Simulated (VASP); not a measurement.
# Ca (Fm-3m) in VASP: a series of runs, part 2 of 2

VASP 6.6.1. The steps go on from the part before.

## Step 5: Single point, r2SCAN

This run uses another cell than the first one, of 40.09 Å³/atom.

The input, POSCAR:

```
Ca
1.0
    0.0000000000      2.7164924535      2.7164924535
    2.7164924535      0.0000000000      2.7164924535
    2.7164924535      2.7164924535      0.0000000000
Ca
1
Direct
    0.0000000000      0.0000000000      0.0000000000
```

The input, INCAR.step1:

```
PREC     = Accurate       # precision mode
ENCUT    = 520            # plane-wave cutoff, eV
ISMEAR   = -1             # smearing method
SIGMA    = 0.1            # smearing width, eV
LREAL    = False          # projectors in reciprocal space
LASPH    = True           # aspherical terms in the spheres
NELM     = 100            # most SCF steps
NBANDS   = 11             # bands
GGA      = PE             # functional
ALGO     = Normal         # electronic algorithm
EDIFF    = 1E-4           # SCF threshold, eV
LWAVE    = True           # write WAVECAR
LCHARG   = False          # write CHGCAR
```

The input, INCAR.step2:

```
PREC     = Accurate       # precision mode
ENCUT    = 520            # plane-wave cutoff, eV
EDIFF    = 1E-6           # SCF threshold, eV
ISMEAR   = -1             # smearing method
SIGMA    = 0.1            # smearing width, eV
LREAL    = False          # projectors in reciprocal space
LASPH    = True           # aspherical terms in the spheres
NELM     = 100            # most SCF steps
ALGO     = Normal         # electronic algorithm
ISIF     = 2              # what is computed and relaxed
LWAVE    = False          # write WAVECAR
LCHARG   = False          # write CHGCAR
METAGGA  = R2SCAN         # meta-GGA
LMIXTAU  = True         
NBANDS   = 11             # bands
ISTART   = 1
```

The input, KPOINTS:

```
regular mesh
0
Gamma
  11 11 11
```

Potentials or basis: VASP PAW PBE potentials, release 64 (Ca_sv).

Launch:

```
cat potpaw_PBE.64/Ca_sv/POTCAR > POTCAR
cp INCAR.step1 INCAR
mpirun -np 1 vasp_std > vasp.out
cp INCAR.step2 INCAR
mpirun -np 1 vasp_std > vasp.out
```

OUTCAR:

```text
PREC = Accurate
   ENCUT = 520
   EDIFF = 1E-6
   ISMEAR = -1
   LREAL = False
   LASPH = True
   NELM = 100
   ISIF = 2
   METAGGA = R2SCAN
   ISTART = 1

 ion  position               nearest neighbor table
   1  0.000  0.000  0.000-

  LATTYP: Found a face centered cubic cell.
 ALAT       =     5.4329849070

  Lattice vectors:

 A1 = (   0.0000000000,   2.7164924535,   2.7164924535)
 A2 = (   2.7164924535,   0.0000000000,   2.7164924535)
 A3 = (   2.7164924535,   2.7164924535,   0.0000000000)

Analysis of symmetry for initial positions (statically):
=====================================================================
 Subroutine PRICEL returns:
 Original cell was already a primitive cell.

 Routine SETGRP: Setting up the symmetry group for a
 face centered cubic supercell.

 Subroutine GETGRP returns: Found 48 space group operations
 (whereof 48 operations were pure point group operations)
 out of a pool of 48 trial point group operations.

The static configuration has the point symmetry O_h .

Analysis of symmetry for dynamics (positions and initial velocities):
=====================================================================
 Subroutine PRICEL returns:
 Original cell was already a primitive cell.

 Routine SETGRP: Setting up the symmetry group for a
 face centered cubic supercell.

 Subroutine GETGRP returns: Found 48 space group operations
 (whereof 48 operations were pure point group operations)
 out of a pool of 48 trial point group operations.

The dynamic configuration has the point symmetry O_h .

 Subroutine INISYM returns: Found 48 space group operations
 (whereof 48 operations are pure point group operations),
 and found     1 'primitive' translations

----------------------------------------------------------------------------------------

                                     Primitive cell

  volume of cell :      40.0918

  direct lattice vectors                    reciprocal lattice vectors
     0.000000000  2.716492453  2.716492453    -0.184060883  0.184060883  0.184060883
     2.716492453  0.000000000  2.716492453     0.184060883 -0.184060883  0.184060883
     2.716492453  2.716492453  0.000000000     0.184060883  0.184060883 -0.184060883

  length of vectors
     3.841700470  3.841700470  3.841700470     0.318802801  0.318802801  0.318802801

  position of ions in fractional coordinates (direct lattice)
     0.000000000  0.000000000  0.000000000

  ion indices of the primitive-cell ions
   primitive index   ion index
                 1           1

----------------------------------------------------------------------------------------

 KPOINTS: regular mesh

Automatic generation of k-mesh.
 Grid dimensions read from file:
 generate k-points for:   11   11   11

 Generating k-lattice:

  Cartesian coordinates                     Fractional coordinates (reciprocal lattice)
    -0.016732808  0.016732808  0.016732808     0.090909091  0.000000000  0.000000000
     0.016732808 -0.016732808  0.016732808     0.000000000  0.090909091  0.000000000
     0.016732808  0.016732808 -0.016732808     0.000000000  0.000000000  0.090909091

  Length of vectors
     0.028982073  0.028982073  0.028982073

  Shift w.r.t. Gamma in fractional coordinates (k-lattice)
     0.000000000  0.000000000  0.000000000

 Subroutine IBZKPT returns following result:
 ===========================================

 Found     56 irreducible k-points:

 Following reciprocal coordinates:
            Coordinates               Weight
  0.000000  0.000000  0.000000      1.000000
  0.090909  0.000000  0.000000      8.000000
  0.181818  0.000000  0.000000      8.000000
  0.272727  0.000000  0.000000      8.000000
  0.363636  0.000000  0.000000      8.000000
  0.454545  0.000000  0.000000      8.000000
[... 16 lines left out ...]
 -0.272727  0.181818  0.000000     24.000000
 -0.181818  0.181818  0.000000     12.000000
 [... further k-points ...]
   k-points           NKPTS =     56   k-points in BZ     NKDIM =     56   number of bands    NBANDS=     11
   number of dos      NEDOS =    301   number of ions     NIONS =      1
   total plane-waves  NPLWV =  27000
   dimension x,y,z NGX =    30 NGY =   30 NGZ =   30
   dimension x,y,z NGXF=    60 NGYF=   60 NGZF=   60
   ions per type =               1
   NGX,Y,Z   is equivalent  to a cutoff of  12.98, 12.98, 12.98 a.u.
   NGXF,Y,Z  is equivalent  to a cutoff of  25.96, 25.96, 25.96 a.u.
 SYSTEM =  unknown system
   PREC   = accura    normal or accurate (medium, high low for compatibility)
   ISTART =      1    job   : 0-new  1-cont  2-samecut
   ICHARG =      0    charge: 1-file 2-atom 10-const
   ISPIN  =      1    spin polarized calculation?
   LNONCOLLINEAR =      F non collinear calculations
   LSORBIT =      F    spin-orbit coupling
   LASPH  =      T    aspherical Exc in radial PAW
   ENCUT  =  520.0 eV  38.22 Ry    6.18 a.u.   7.14  7.14  7.14*2*pi/ulx,y,z
   NELM   =    100;   NELMIN=  2; NELMDL=  0     # of ELM steps
   EDIFF  = 0.1E-05   stopping-criterion for ELM
   LREAL  =      F    real-space projection
   EDIFFG = 0.1E-04   stopping-criterion for IOM
   NSW    =      0    number of steps for IOM
   IBRION =     -1    ionic relax: 0-MD 1-quasi-New 2-CG
   NFREE  =      0    steps in history (QN), initial steepest desc. (CG)
   ISIF   =      2    stress and relaxation
   ISYM   =      2    0-nonsym 1-usesym 2-fastsym
   POTIM  = 0.5000    time-step for ionic-motion
   TEBEG  =    0.0;   TEEND  =   0.0 temperature during run
   PSTRESS=    0.0 pullay stress
   NELECT =      10.0000    total number of electrons
   NUPDOWN=      -1.0000    fix difference up-down
   EMIN   =  10.00;   EMAX   =-10.00  energy-range for DOS
   EFERMI =   0.00;   METHOD = LEGACY
   ISMEAR =    -1;   SIGMA  =   0.10  broadening in eV -4-tet -1-fermi 0-gaus
   EFERMI_NEDOS =   21; number of points for ismear=-14 and -15
   IALGO  =     38    algorithm
   IMIX   =      4    mixing-type and parameters
     AMIX     =   0.40;   BMIX     =  1.00
     AMIX_MAG =   1.60;   BMIX_MAG =  1.00
  volume/ion in A,a.u.               =      40.09       270.55
  Fermi-wavevector in a.u.,A,eV,Ry     =   1.030520  1.947400 14.448993  1.061971
  Thomas-Fermi vector in A             =   2.164622
   LORBIT       =      0    0 simple, 1 ext, 2 COOP (PROOUT), +10 PAW based schemes
   METAGGA = R2SCAN    functional components
   LHFCALC =     F    Hartree Fock is set to
   AEXX    =    0.0000 exact exchange contribution
   IVDW    =     0    specifies the selected vdW correction
   LEPSILON=     F    determine dielectric tensor
   LRPA    =     F    only Hartree local field effects (RPA)
 non-spin polarized calculation
  energy-cutoff  :      520.00
  volume of cell :       40.09
 maximum number of plane-waves:      1092
 NGX is ok and might be reduce to    30
   NGX = 15   NGY = 15   NGZ = 15

 number of electron      10.0000001 magnetization

 Free energy of the ion-electron system (eV)
  ---------------------------------------------------
  ext. energy  EPLUGINS =         0.00000000
  ---------------------------------------------------
  free energy    TOTEN  =        -7.03510304 eV

  energy without entropy =       -6.99952146  energy(sigma->0) =       -7.01731225

 E-fermi :   2.2072     XC(G=0):  -8.3895

 val. band max:        2.2046401101   @ k =   0.4545   0.0000   0.0000
 cond. band min:       2.2107295684   @ k =  -0.3636   0.3636   0.0909
 fundamental gap:      0.0060894583
 Fermi energy:         2.2071533781

 k-point     1 :       0.0000    0.0000    0.0000
  band No.  band energies     occupation
      1     -41.4408      2.00000
      2     -21.4622      2.00000
      3     -21.4622      2.00000
      4     -21.4621      2.00000
      5      -2.1739      2.00000
      6       4.9881      0.00000
      7       4.9881      0.00000
      8       4.9881      0.00000
      9       6.1851      0.00000
     10       6.1851      0.00000
     11      12.0273      0.00000
[... 309 lines left out ...]
 k-point    24 :      -0.1818    0.1818    0.0000
  band No.  band energies     occupation
      1     -41.4286      2.00000
      2     -21.5596      2.00000
      3     -21.5027      2.00000
      4     -21.4741      2.00000
      5      -0.6154      2.00000
      6       3.7788      0.00000
      7       4.6526      0.00000
      8       5.5169      0.00000
      9       5.6249      0.00000
     10       6.7239      0.00000
     11      10.6340      0.00000

 [... further k-points ...]

------------------------ aborting loop because EDIFF is reached ----------------------------------------

  FORCE on cell =-STRESS in cart. coord.  units (eV):
  Direction    XX          YY          ZZ          XY          YZ          ZX
  --------------------------------------------------------------------------------------
  -------------------------------------------------------------------------------------
  Total        0.3890050      0.3890050      0.3890050     -0.0000000      0.0000000      0.0000000
  in kB       15.5457000     15.5457000     15.5457000     -0.0000000      0.0000000      0.0000000
  external PRESSURE =      15.5457000 kB  Pullay stress =       0.0000000 kB

 VOLUME and BASIS-vectors are now :
 -----------------------------------------------------------------------------
  energy-cutoff  :      520.00
  volume of cell :       40.09
      direct lattice vectors                 reciprocal lattice vectors
     0.000000000  2.716492453  2.716492453    -0.184060883  0.184060883  0.184060883
     2.716492453  0.000000000  2.716492453     0.184060883 -0.184060883  0.184060883
     2.716492453  2.716492453  0.000000000     0.184060883  0.184060883 -0.184060883

 POSITION                                       TOTAL-FORCE (eV/Angst)
 -----------------------------------------------------------------------------------
      0.00000      0.00000      0.00000         0.000000      0.000000      0.000000
 -----------------------------------------------------------------------------------
    total drift:                               -0.000000     -0.000000     -0.000000

  FREE ENERGIE OF THE ION-ELECTRON SYSTEM (eV)
  ---------------------------------------------------
  free  energy   TOTEN  =        -7.0351030442 eV

  energy  without entropy=       -6.9995214553  energy(sigma->0) =       -7.01731225
```

It took 44 s on 1 thread of AMD EPYC 9R45 (Zen 5), shared host; peak memory 0.15 GiB.

What came out:

| Property | Result |
| --- | --- |
| Free energy | -7.0351 eV |
| Pressure | 1.6 GPa |
| Band gap on the k mesh | zero (bands 5 and 6 overlap by 0.34 eV) |

Caveat: the PAW data sets were made with another functional, which shifts forces and pressure a little.

## Step 6: Single point, r2SCAN

This run uses another cell than the first one, of 41.36 Å³/atom.

The input, POSCAR:

```
Ca
1.0
    0.0000000000      2.7447912865      2.7447912865
    2.7447912865      0.0000000000      2.7447912865
    2.7447912865      2.7447912865      0.0000000000
Ca
1
Direct
    0.0000000000      0.0000000000      0.0000000000
```

The input, INCAR.step1:

```
SYSTEM = Ca
PREC     = Accurate       ! precision mode
ENCUT    = 520            ! plane-wave cutoff, eV
ISMEAR   = -1             ! smearing method
SIGMA    = 0.1            ! smearing width, eV
LREAL    = .FALSE.        ! projectors in reciprocal space
LASPH    = .TRUE.         ! aspherical terms in the spheres
NELM     = 80             ! most SCF steps
NBANDS   = 11             ! bands
GGA      = PE             ! functional
ALGO     = Normal         ! electronic algorithm
EDIFF    = 1E-4           ! SCF threshold, eV
LWAVE    = .TRUE.         ! write WAVECAR
LCHARG   = .FALSE.        ! write CHGCAR
```

The input, INCAR.step2:

```
SYSTEM = Ca
PREC     = Accurate       ! precision mode
ENCUT    = 520            ! plane-wave cutoff, eV
EDIFF    = 1E-6           ! SCF threshold, eV
ISMEAR   = -1             ! smearing method
SIGMA    = 0.1            ! smearing width, eV
LREAL    = .FALSE.        ! projectors in reciprocal space
LASPH    = .TRUE.         ! aspherical terms in the spheres
NELM     = 80             ! most SCF steps
ALGO     = Normal         ! electronic algorithm
ISIF     = 2              ! what is computed and relaxed
LWAVE    = .FALSE.        ! write WAVECAR
LCHARG   = .FALSE.        ! write CHGCAR
METAGGA  = R2SCAN         ! meta-GGA
LMIXTAU  = .TRUE.       
NBANDS   = 11             ! bands
ISTART   = 1
```

The input, KPOINTS:

```
regular mesh
0
G
  11 11 11
  0 0 0
```

Potentials or basis: VASP PAW PBE potentials, release 64 (Ca_sv).

Launch:

```
cat potpaw_PBE.64/Ca_sv/POTCAR > POTCAR
cp INCAR.step1 INCAR
mpirun -np 1 vasp_std > vasp.out
cp INCAR.step2 INCAR
mpirun -np 1 vasp_std > vasp.out
```

It took 44 s on 1 thread of AMD EPYC 9R45 (Zen 5), shared host; peak memory 0.15 GiB.

The run converged. Its results:

```
Free energy            : -7.0451 eV
Pressure               : 0.9 GPa
Band gap on the k mesh : zero (bands 5 and 6 overlap by 0.38 eV)
```

Levels at points of the mesh, in eV from the Fermi level:
```
           k point  band 2  band 3  band 4  band 5  band 6  band 7  band 8  band 9
(0.00, 0.00, 0.00)  -23.75  -23.75  -23.75   -4.33    2.74    2.74    2.74    3.89
```

Caveat: the PAW data sets were made with another functional, which shifts forces and pressure a little.

## Step 7: The runs side by side

```tsv
cell	gap on the mesh (eV)	pressure (GPa)
a = 3.801 Å, angles 60.0°, 1 atom	none	2.3
a = 3.842 Å, angles 60.0°, 1 atom	none	1.6
a = 3.882 Å, angles 60.0°, 1 atom	none	0.9
```

Alike in all rows: task single point; level r2SCAN; potentials or basis VASP PAW PBE potentials, release 64 (Ca_sv); no spin polarisation; k mesh 11 × 11 × 11; cutoff (eV) 520; smearing fermi-dirac 0.1 eV.

Caveats: the PAW data sets were made with another functional, which shifts forces and pressure a little.

Absolute energies hang on the potentials; compare differences alone.
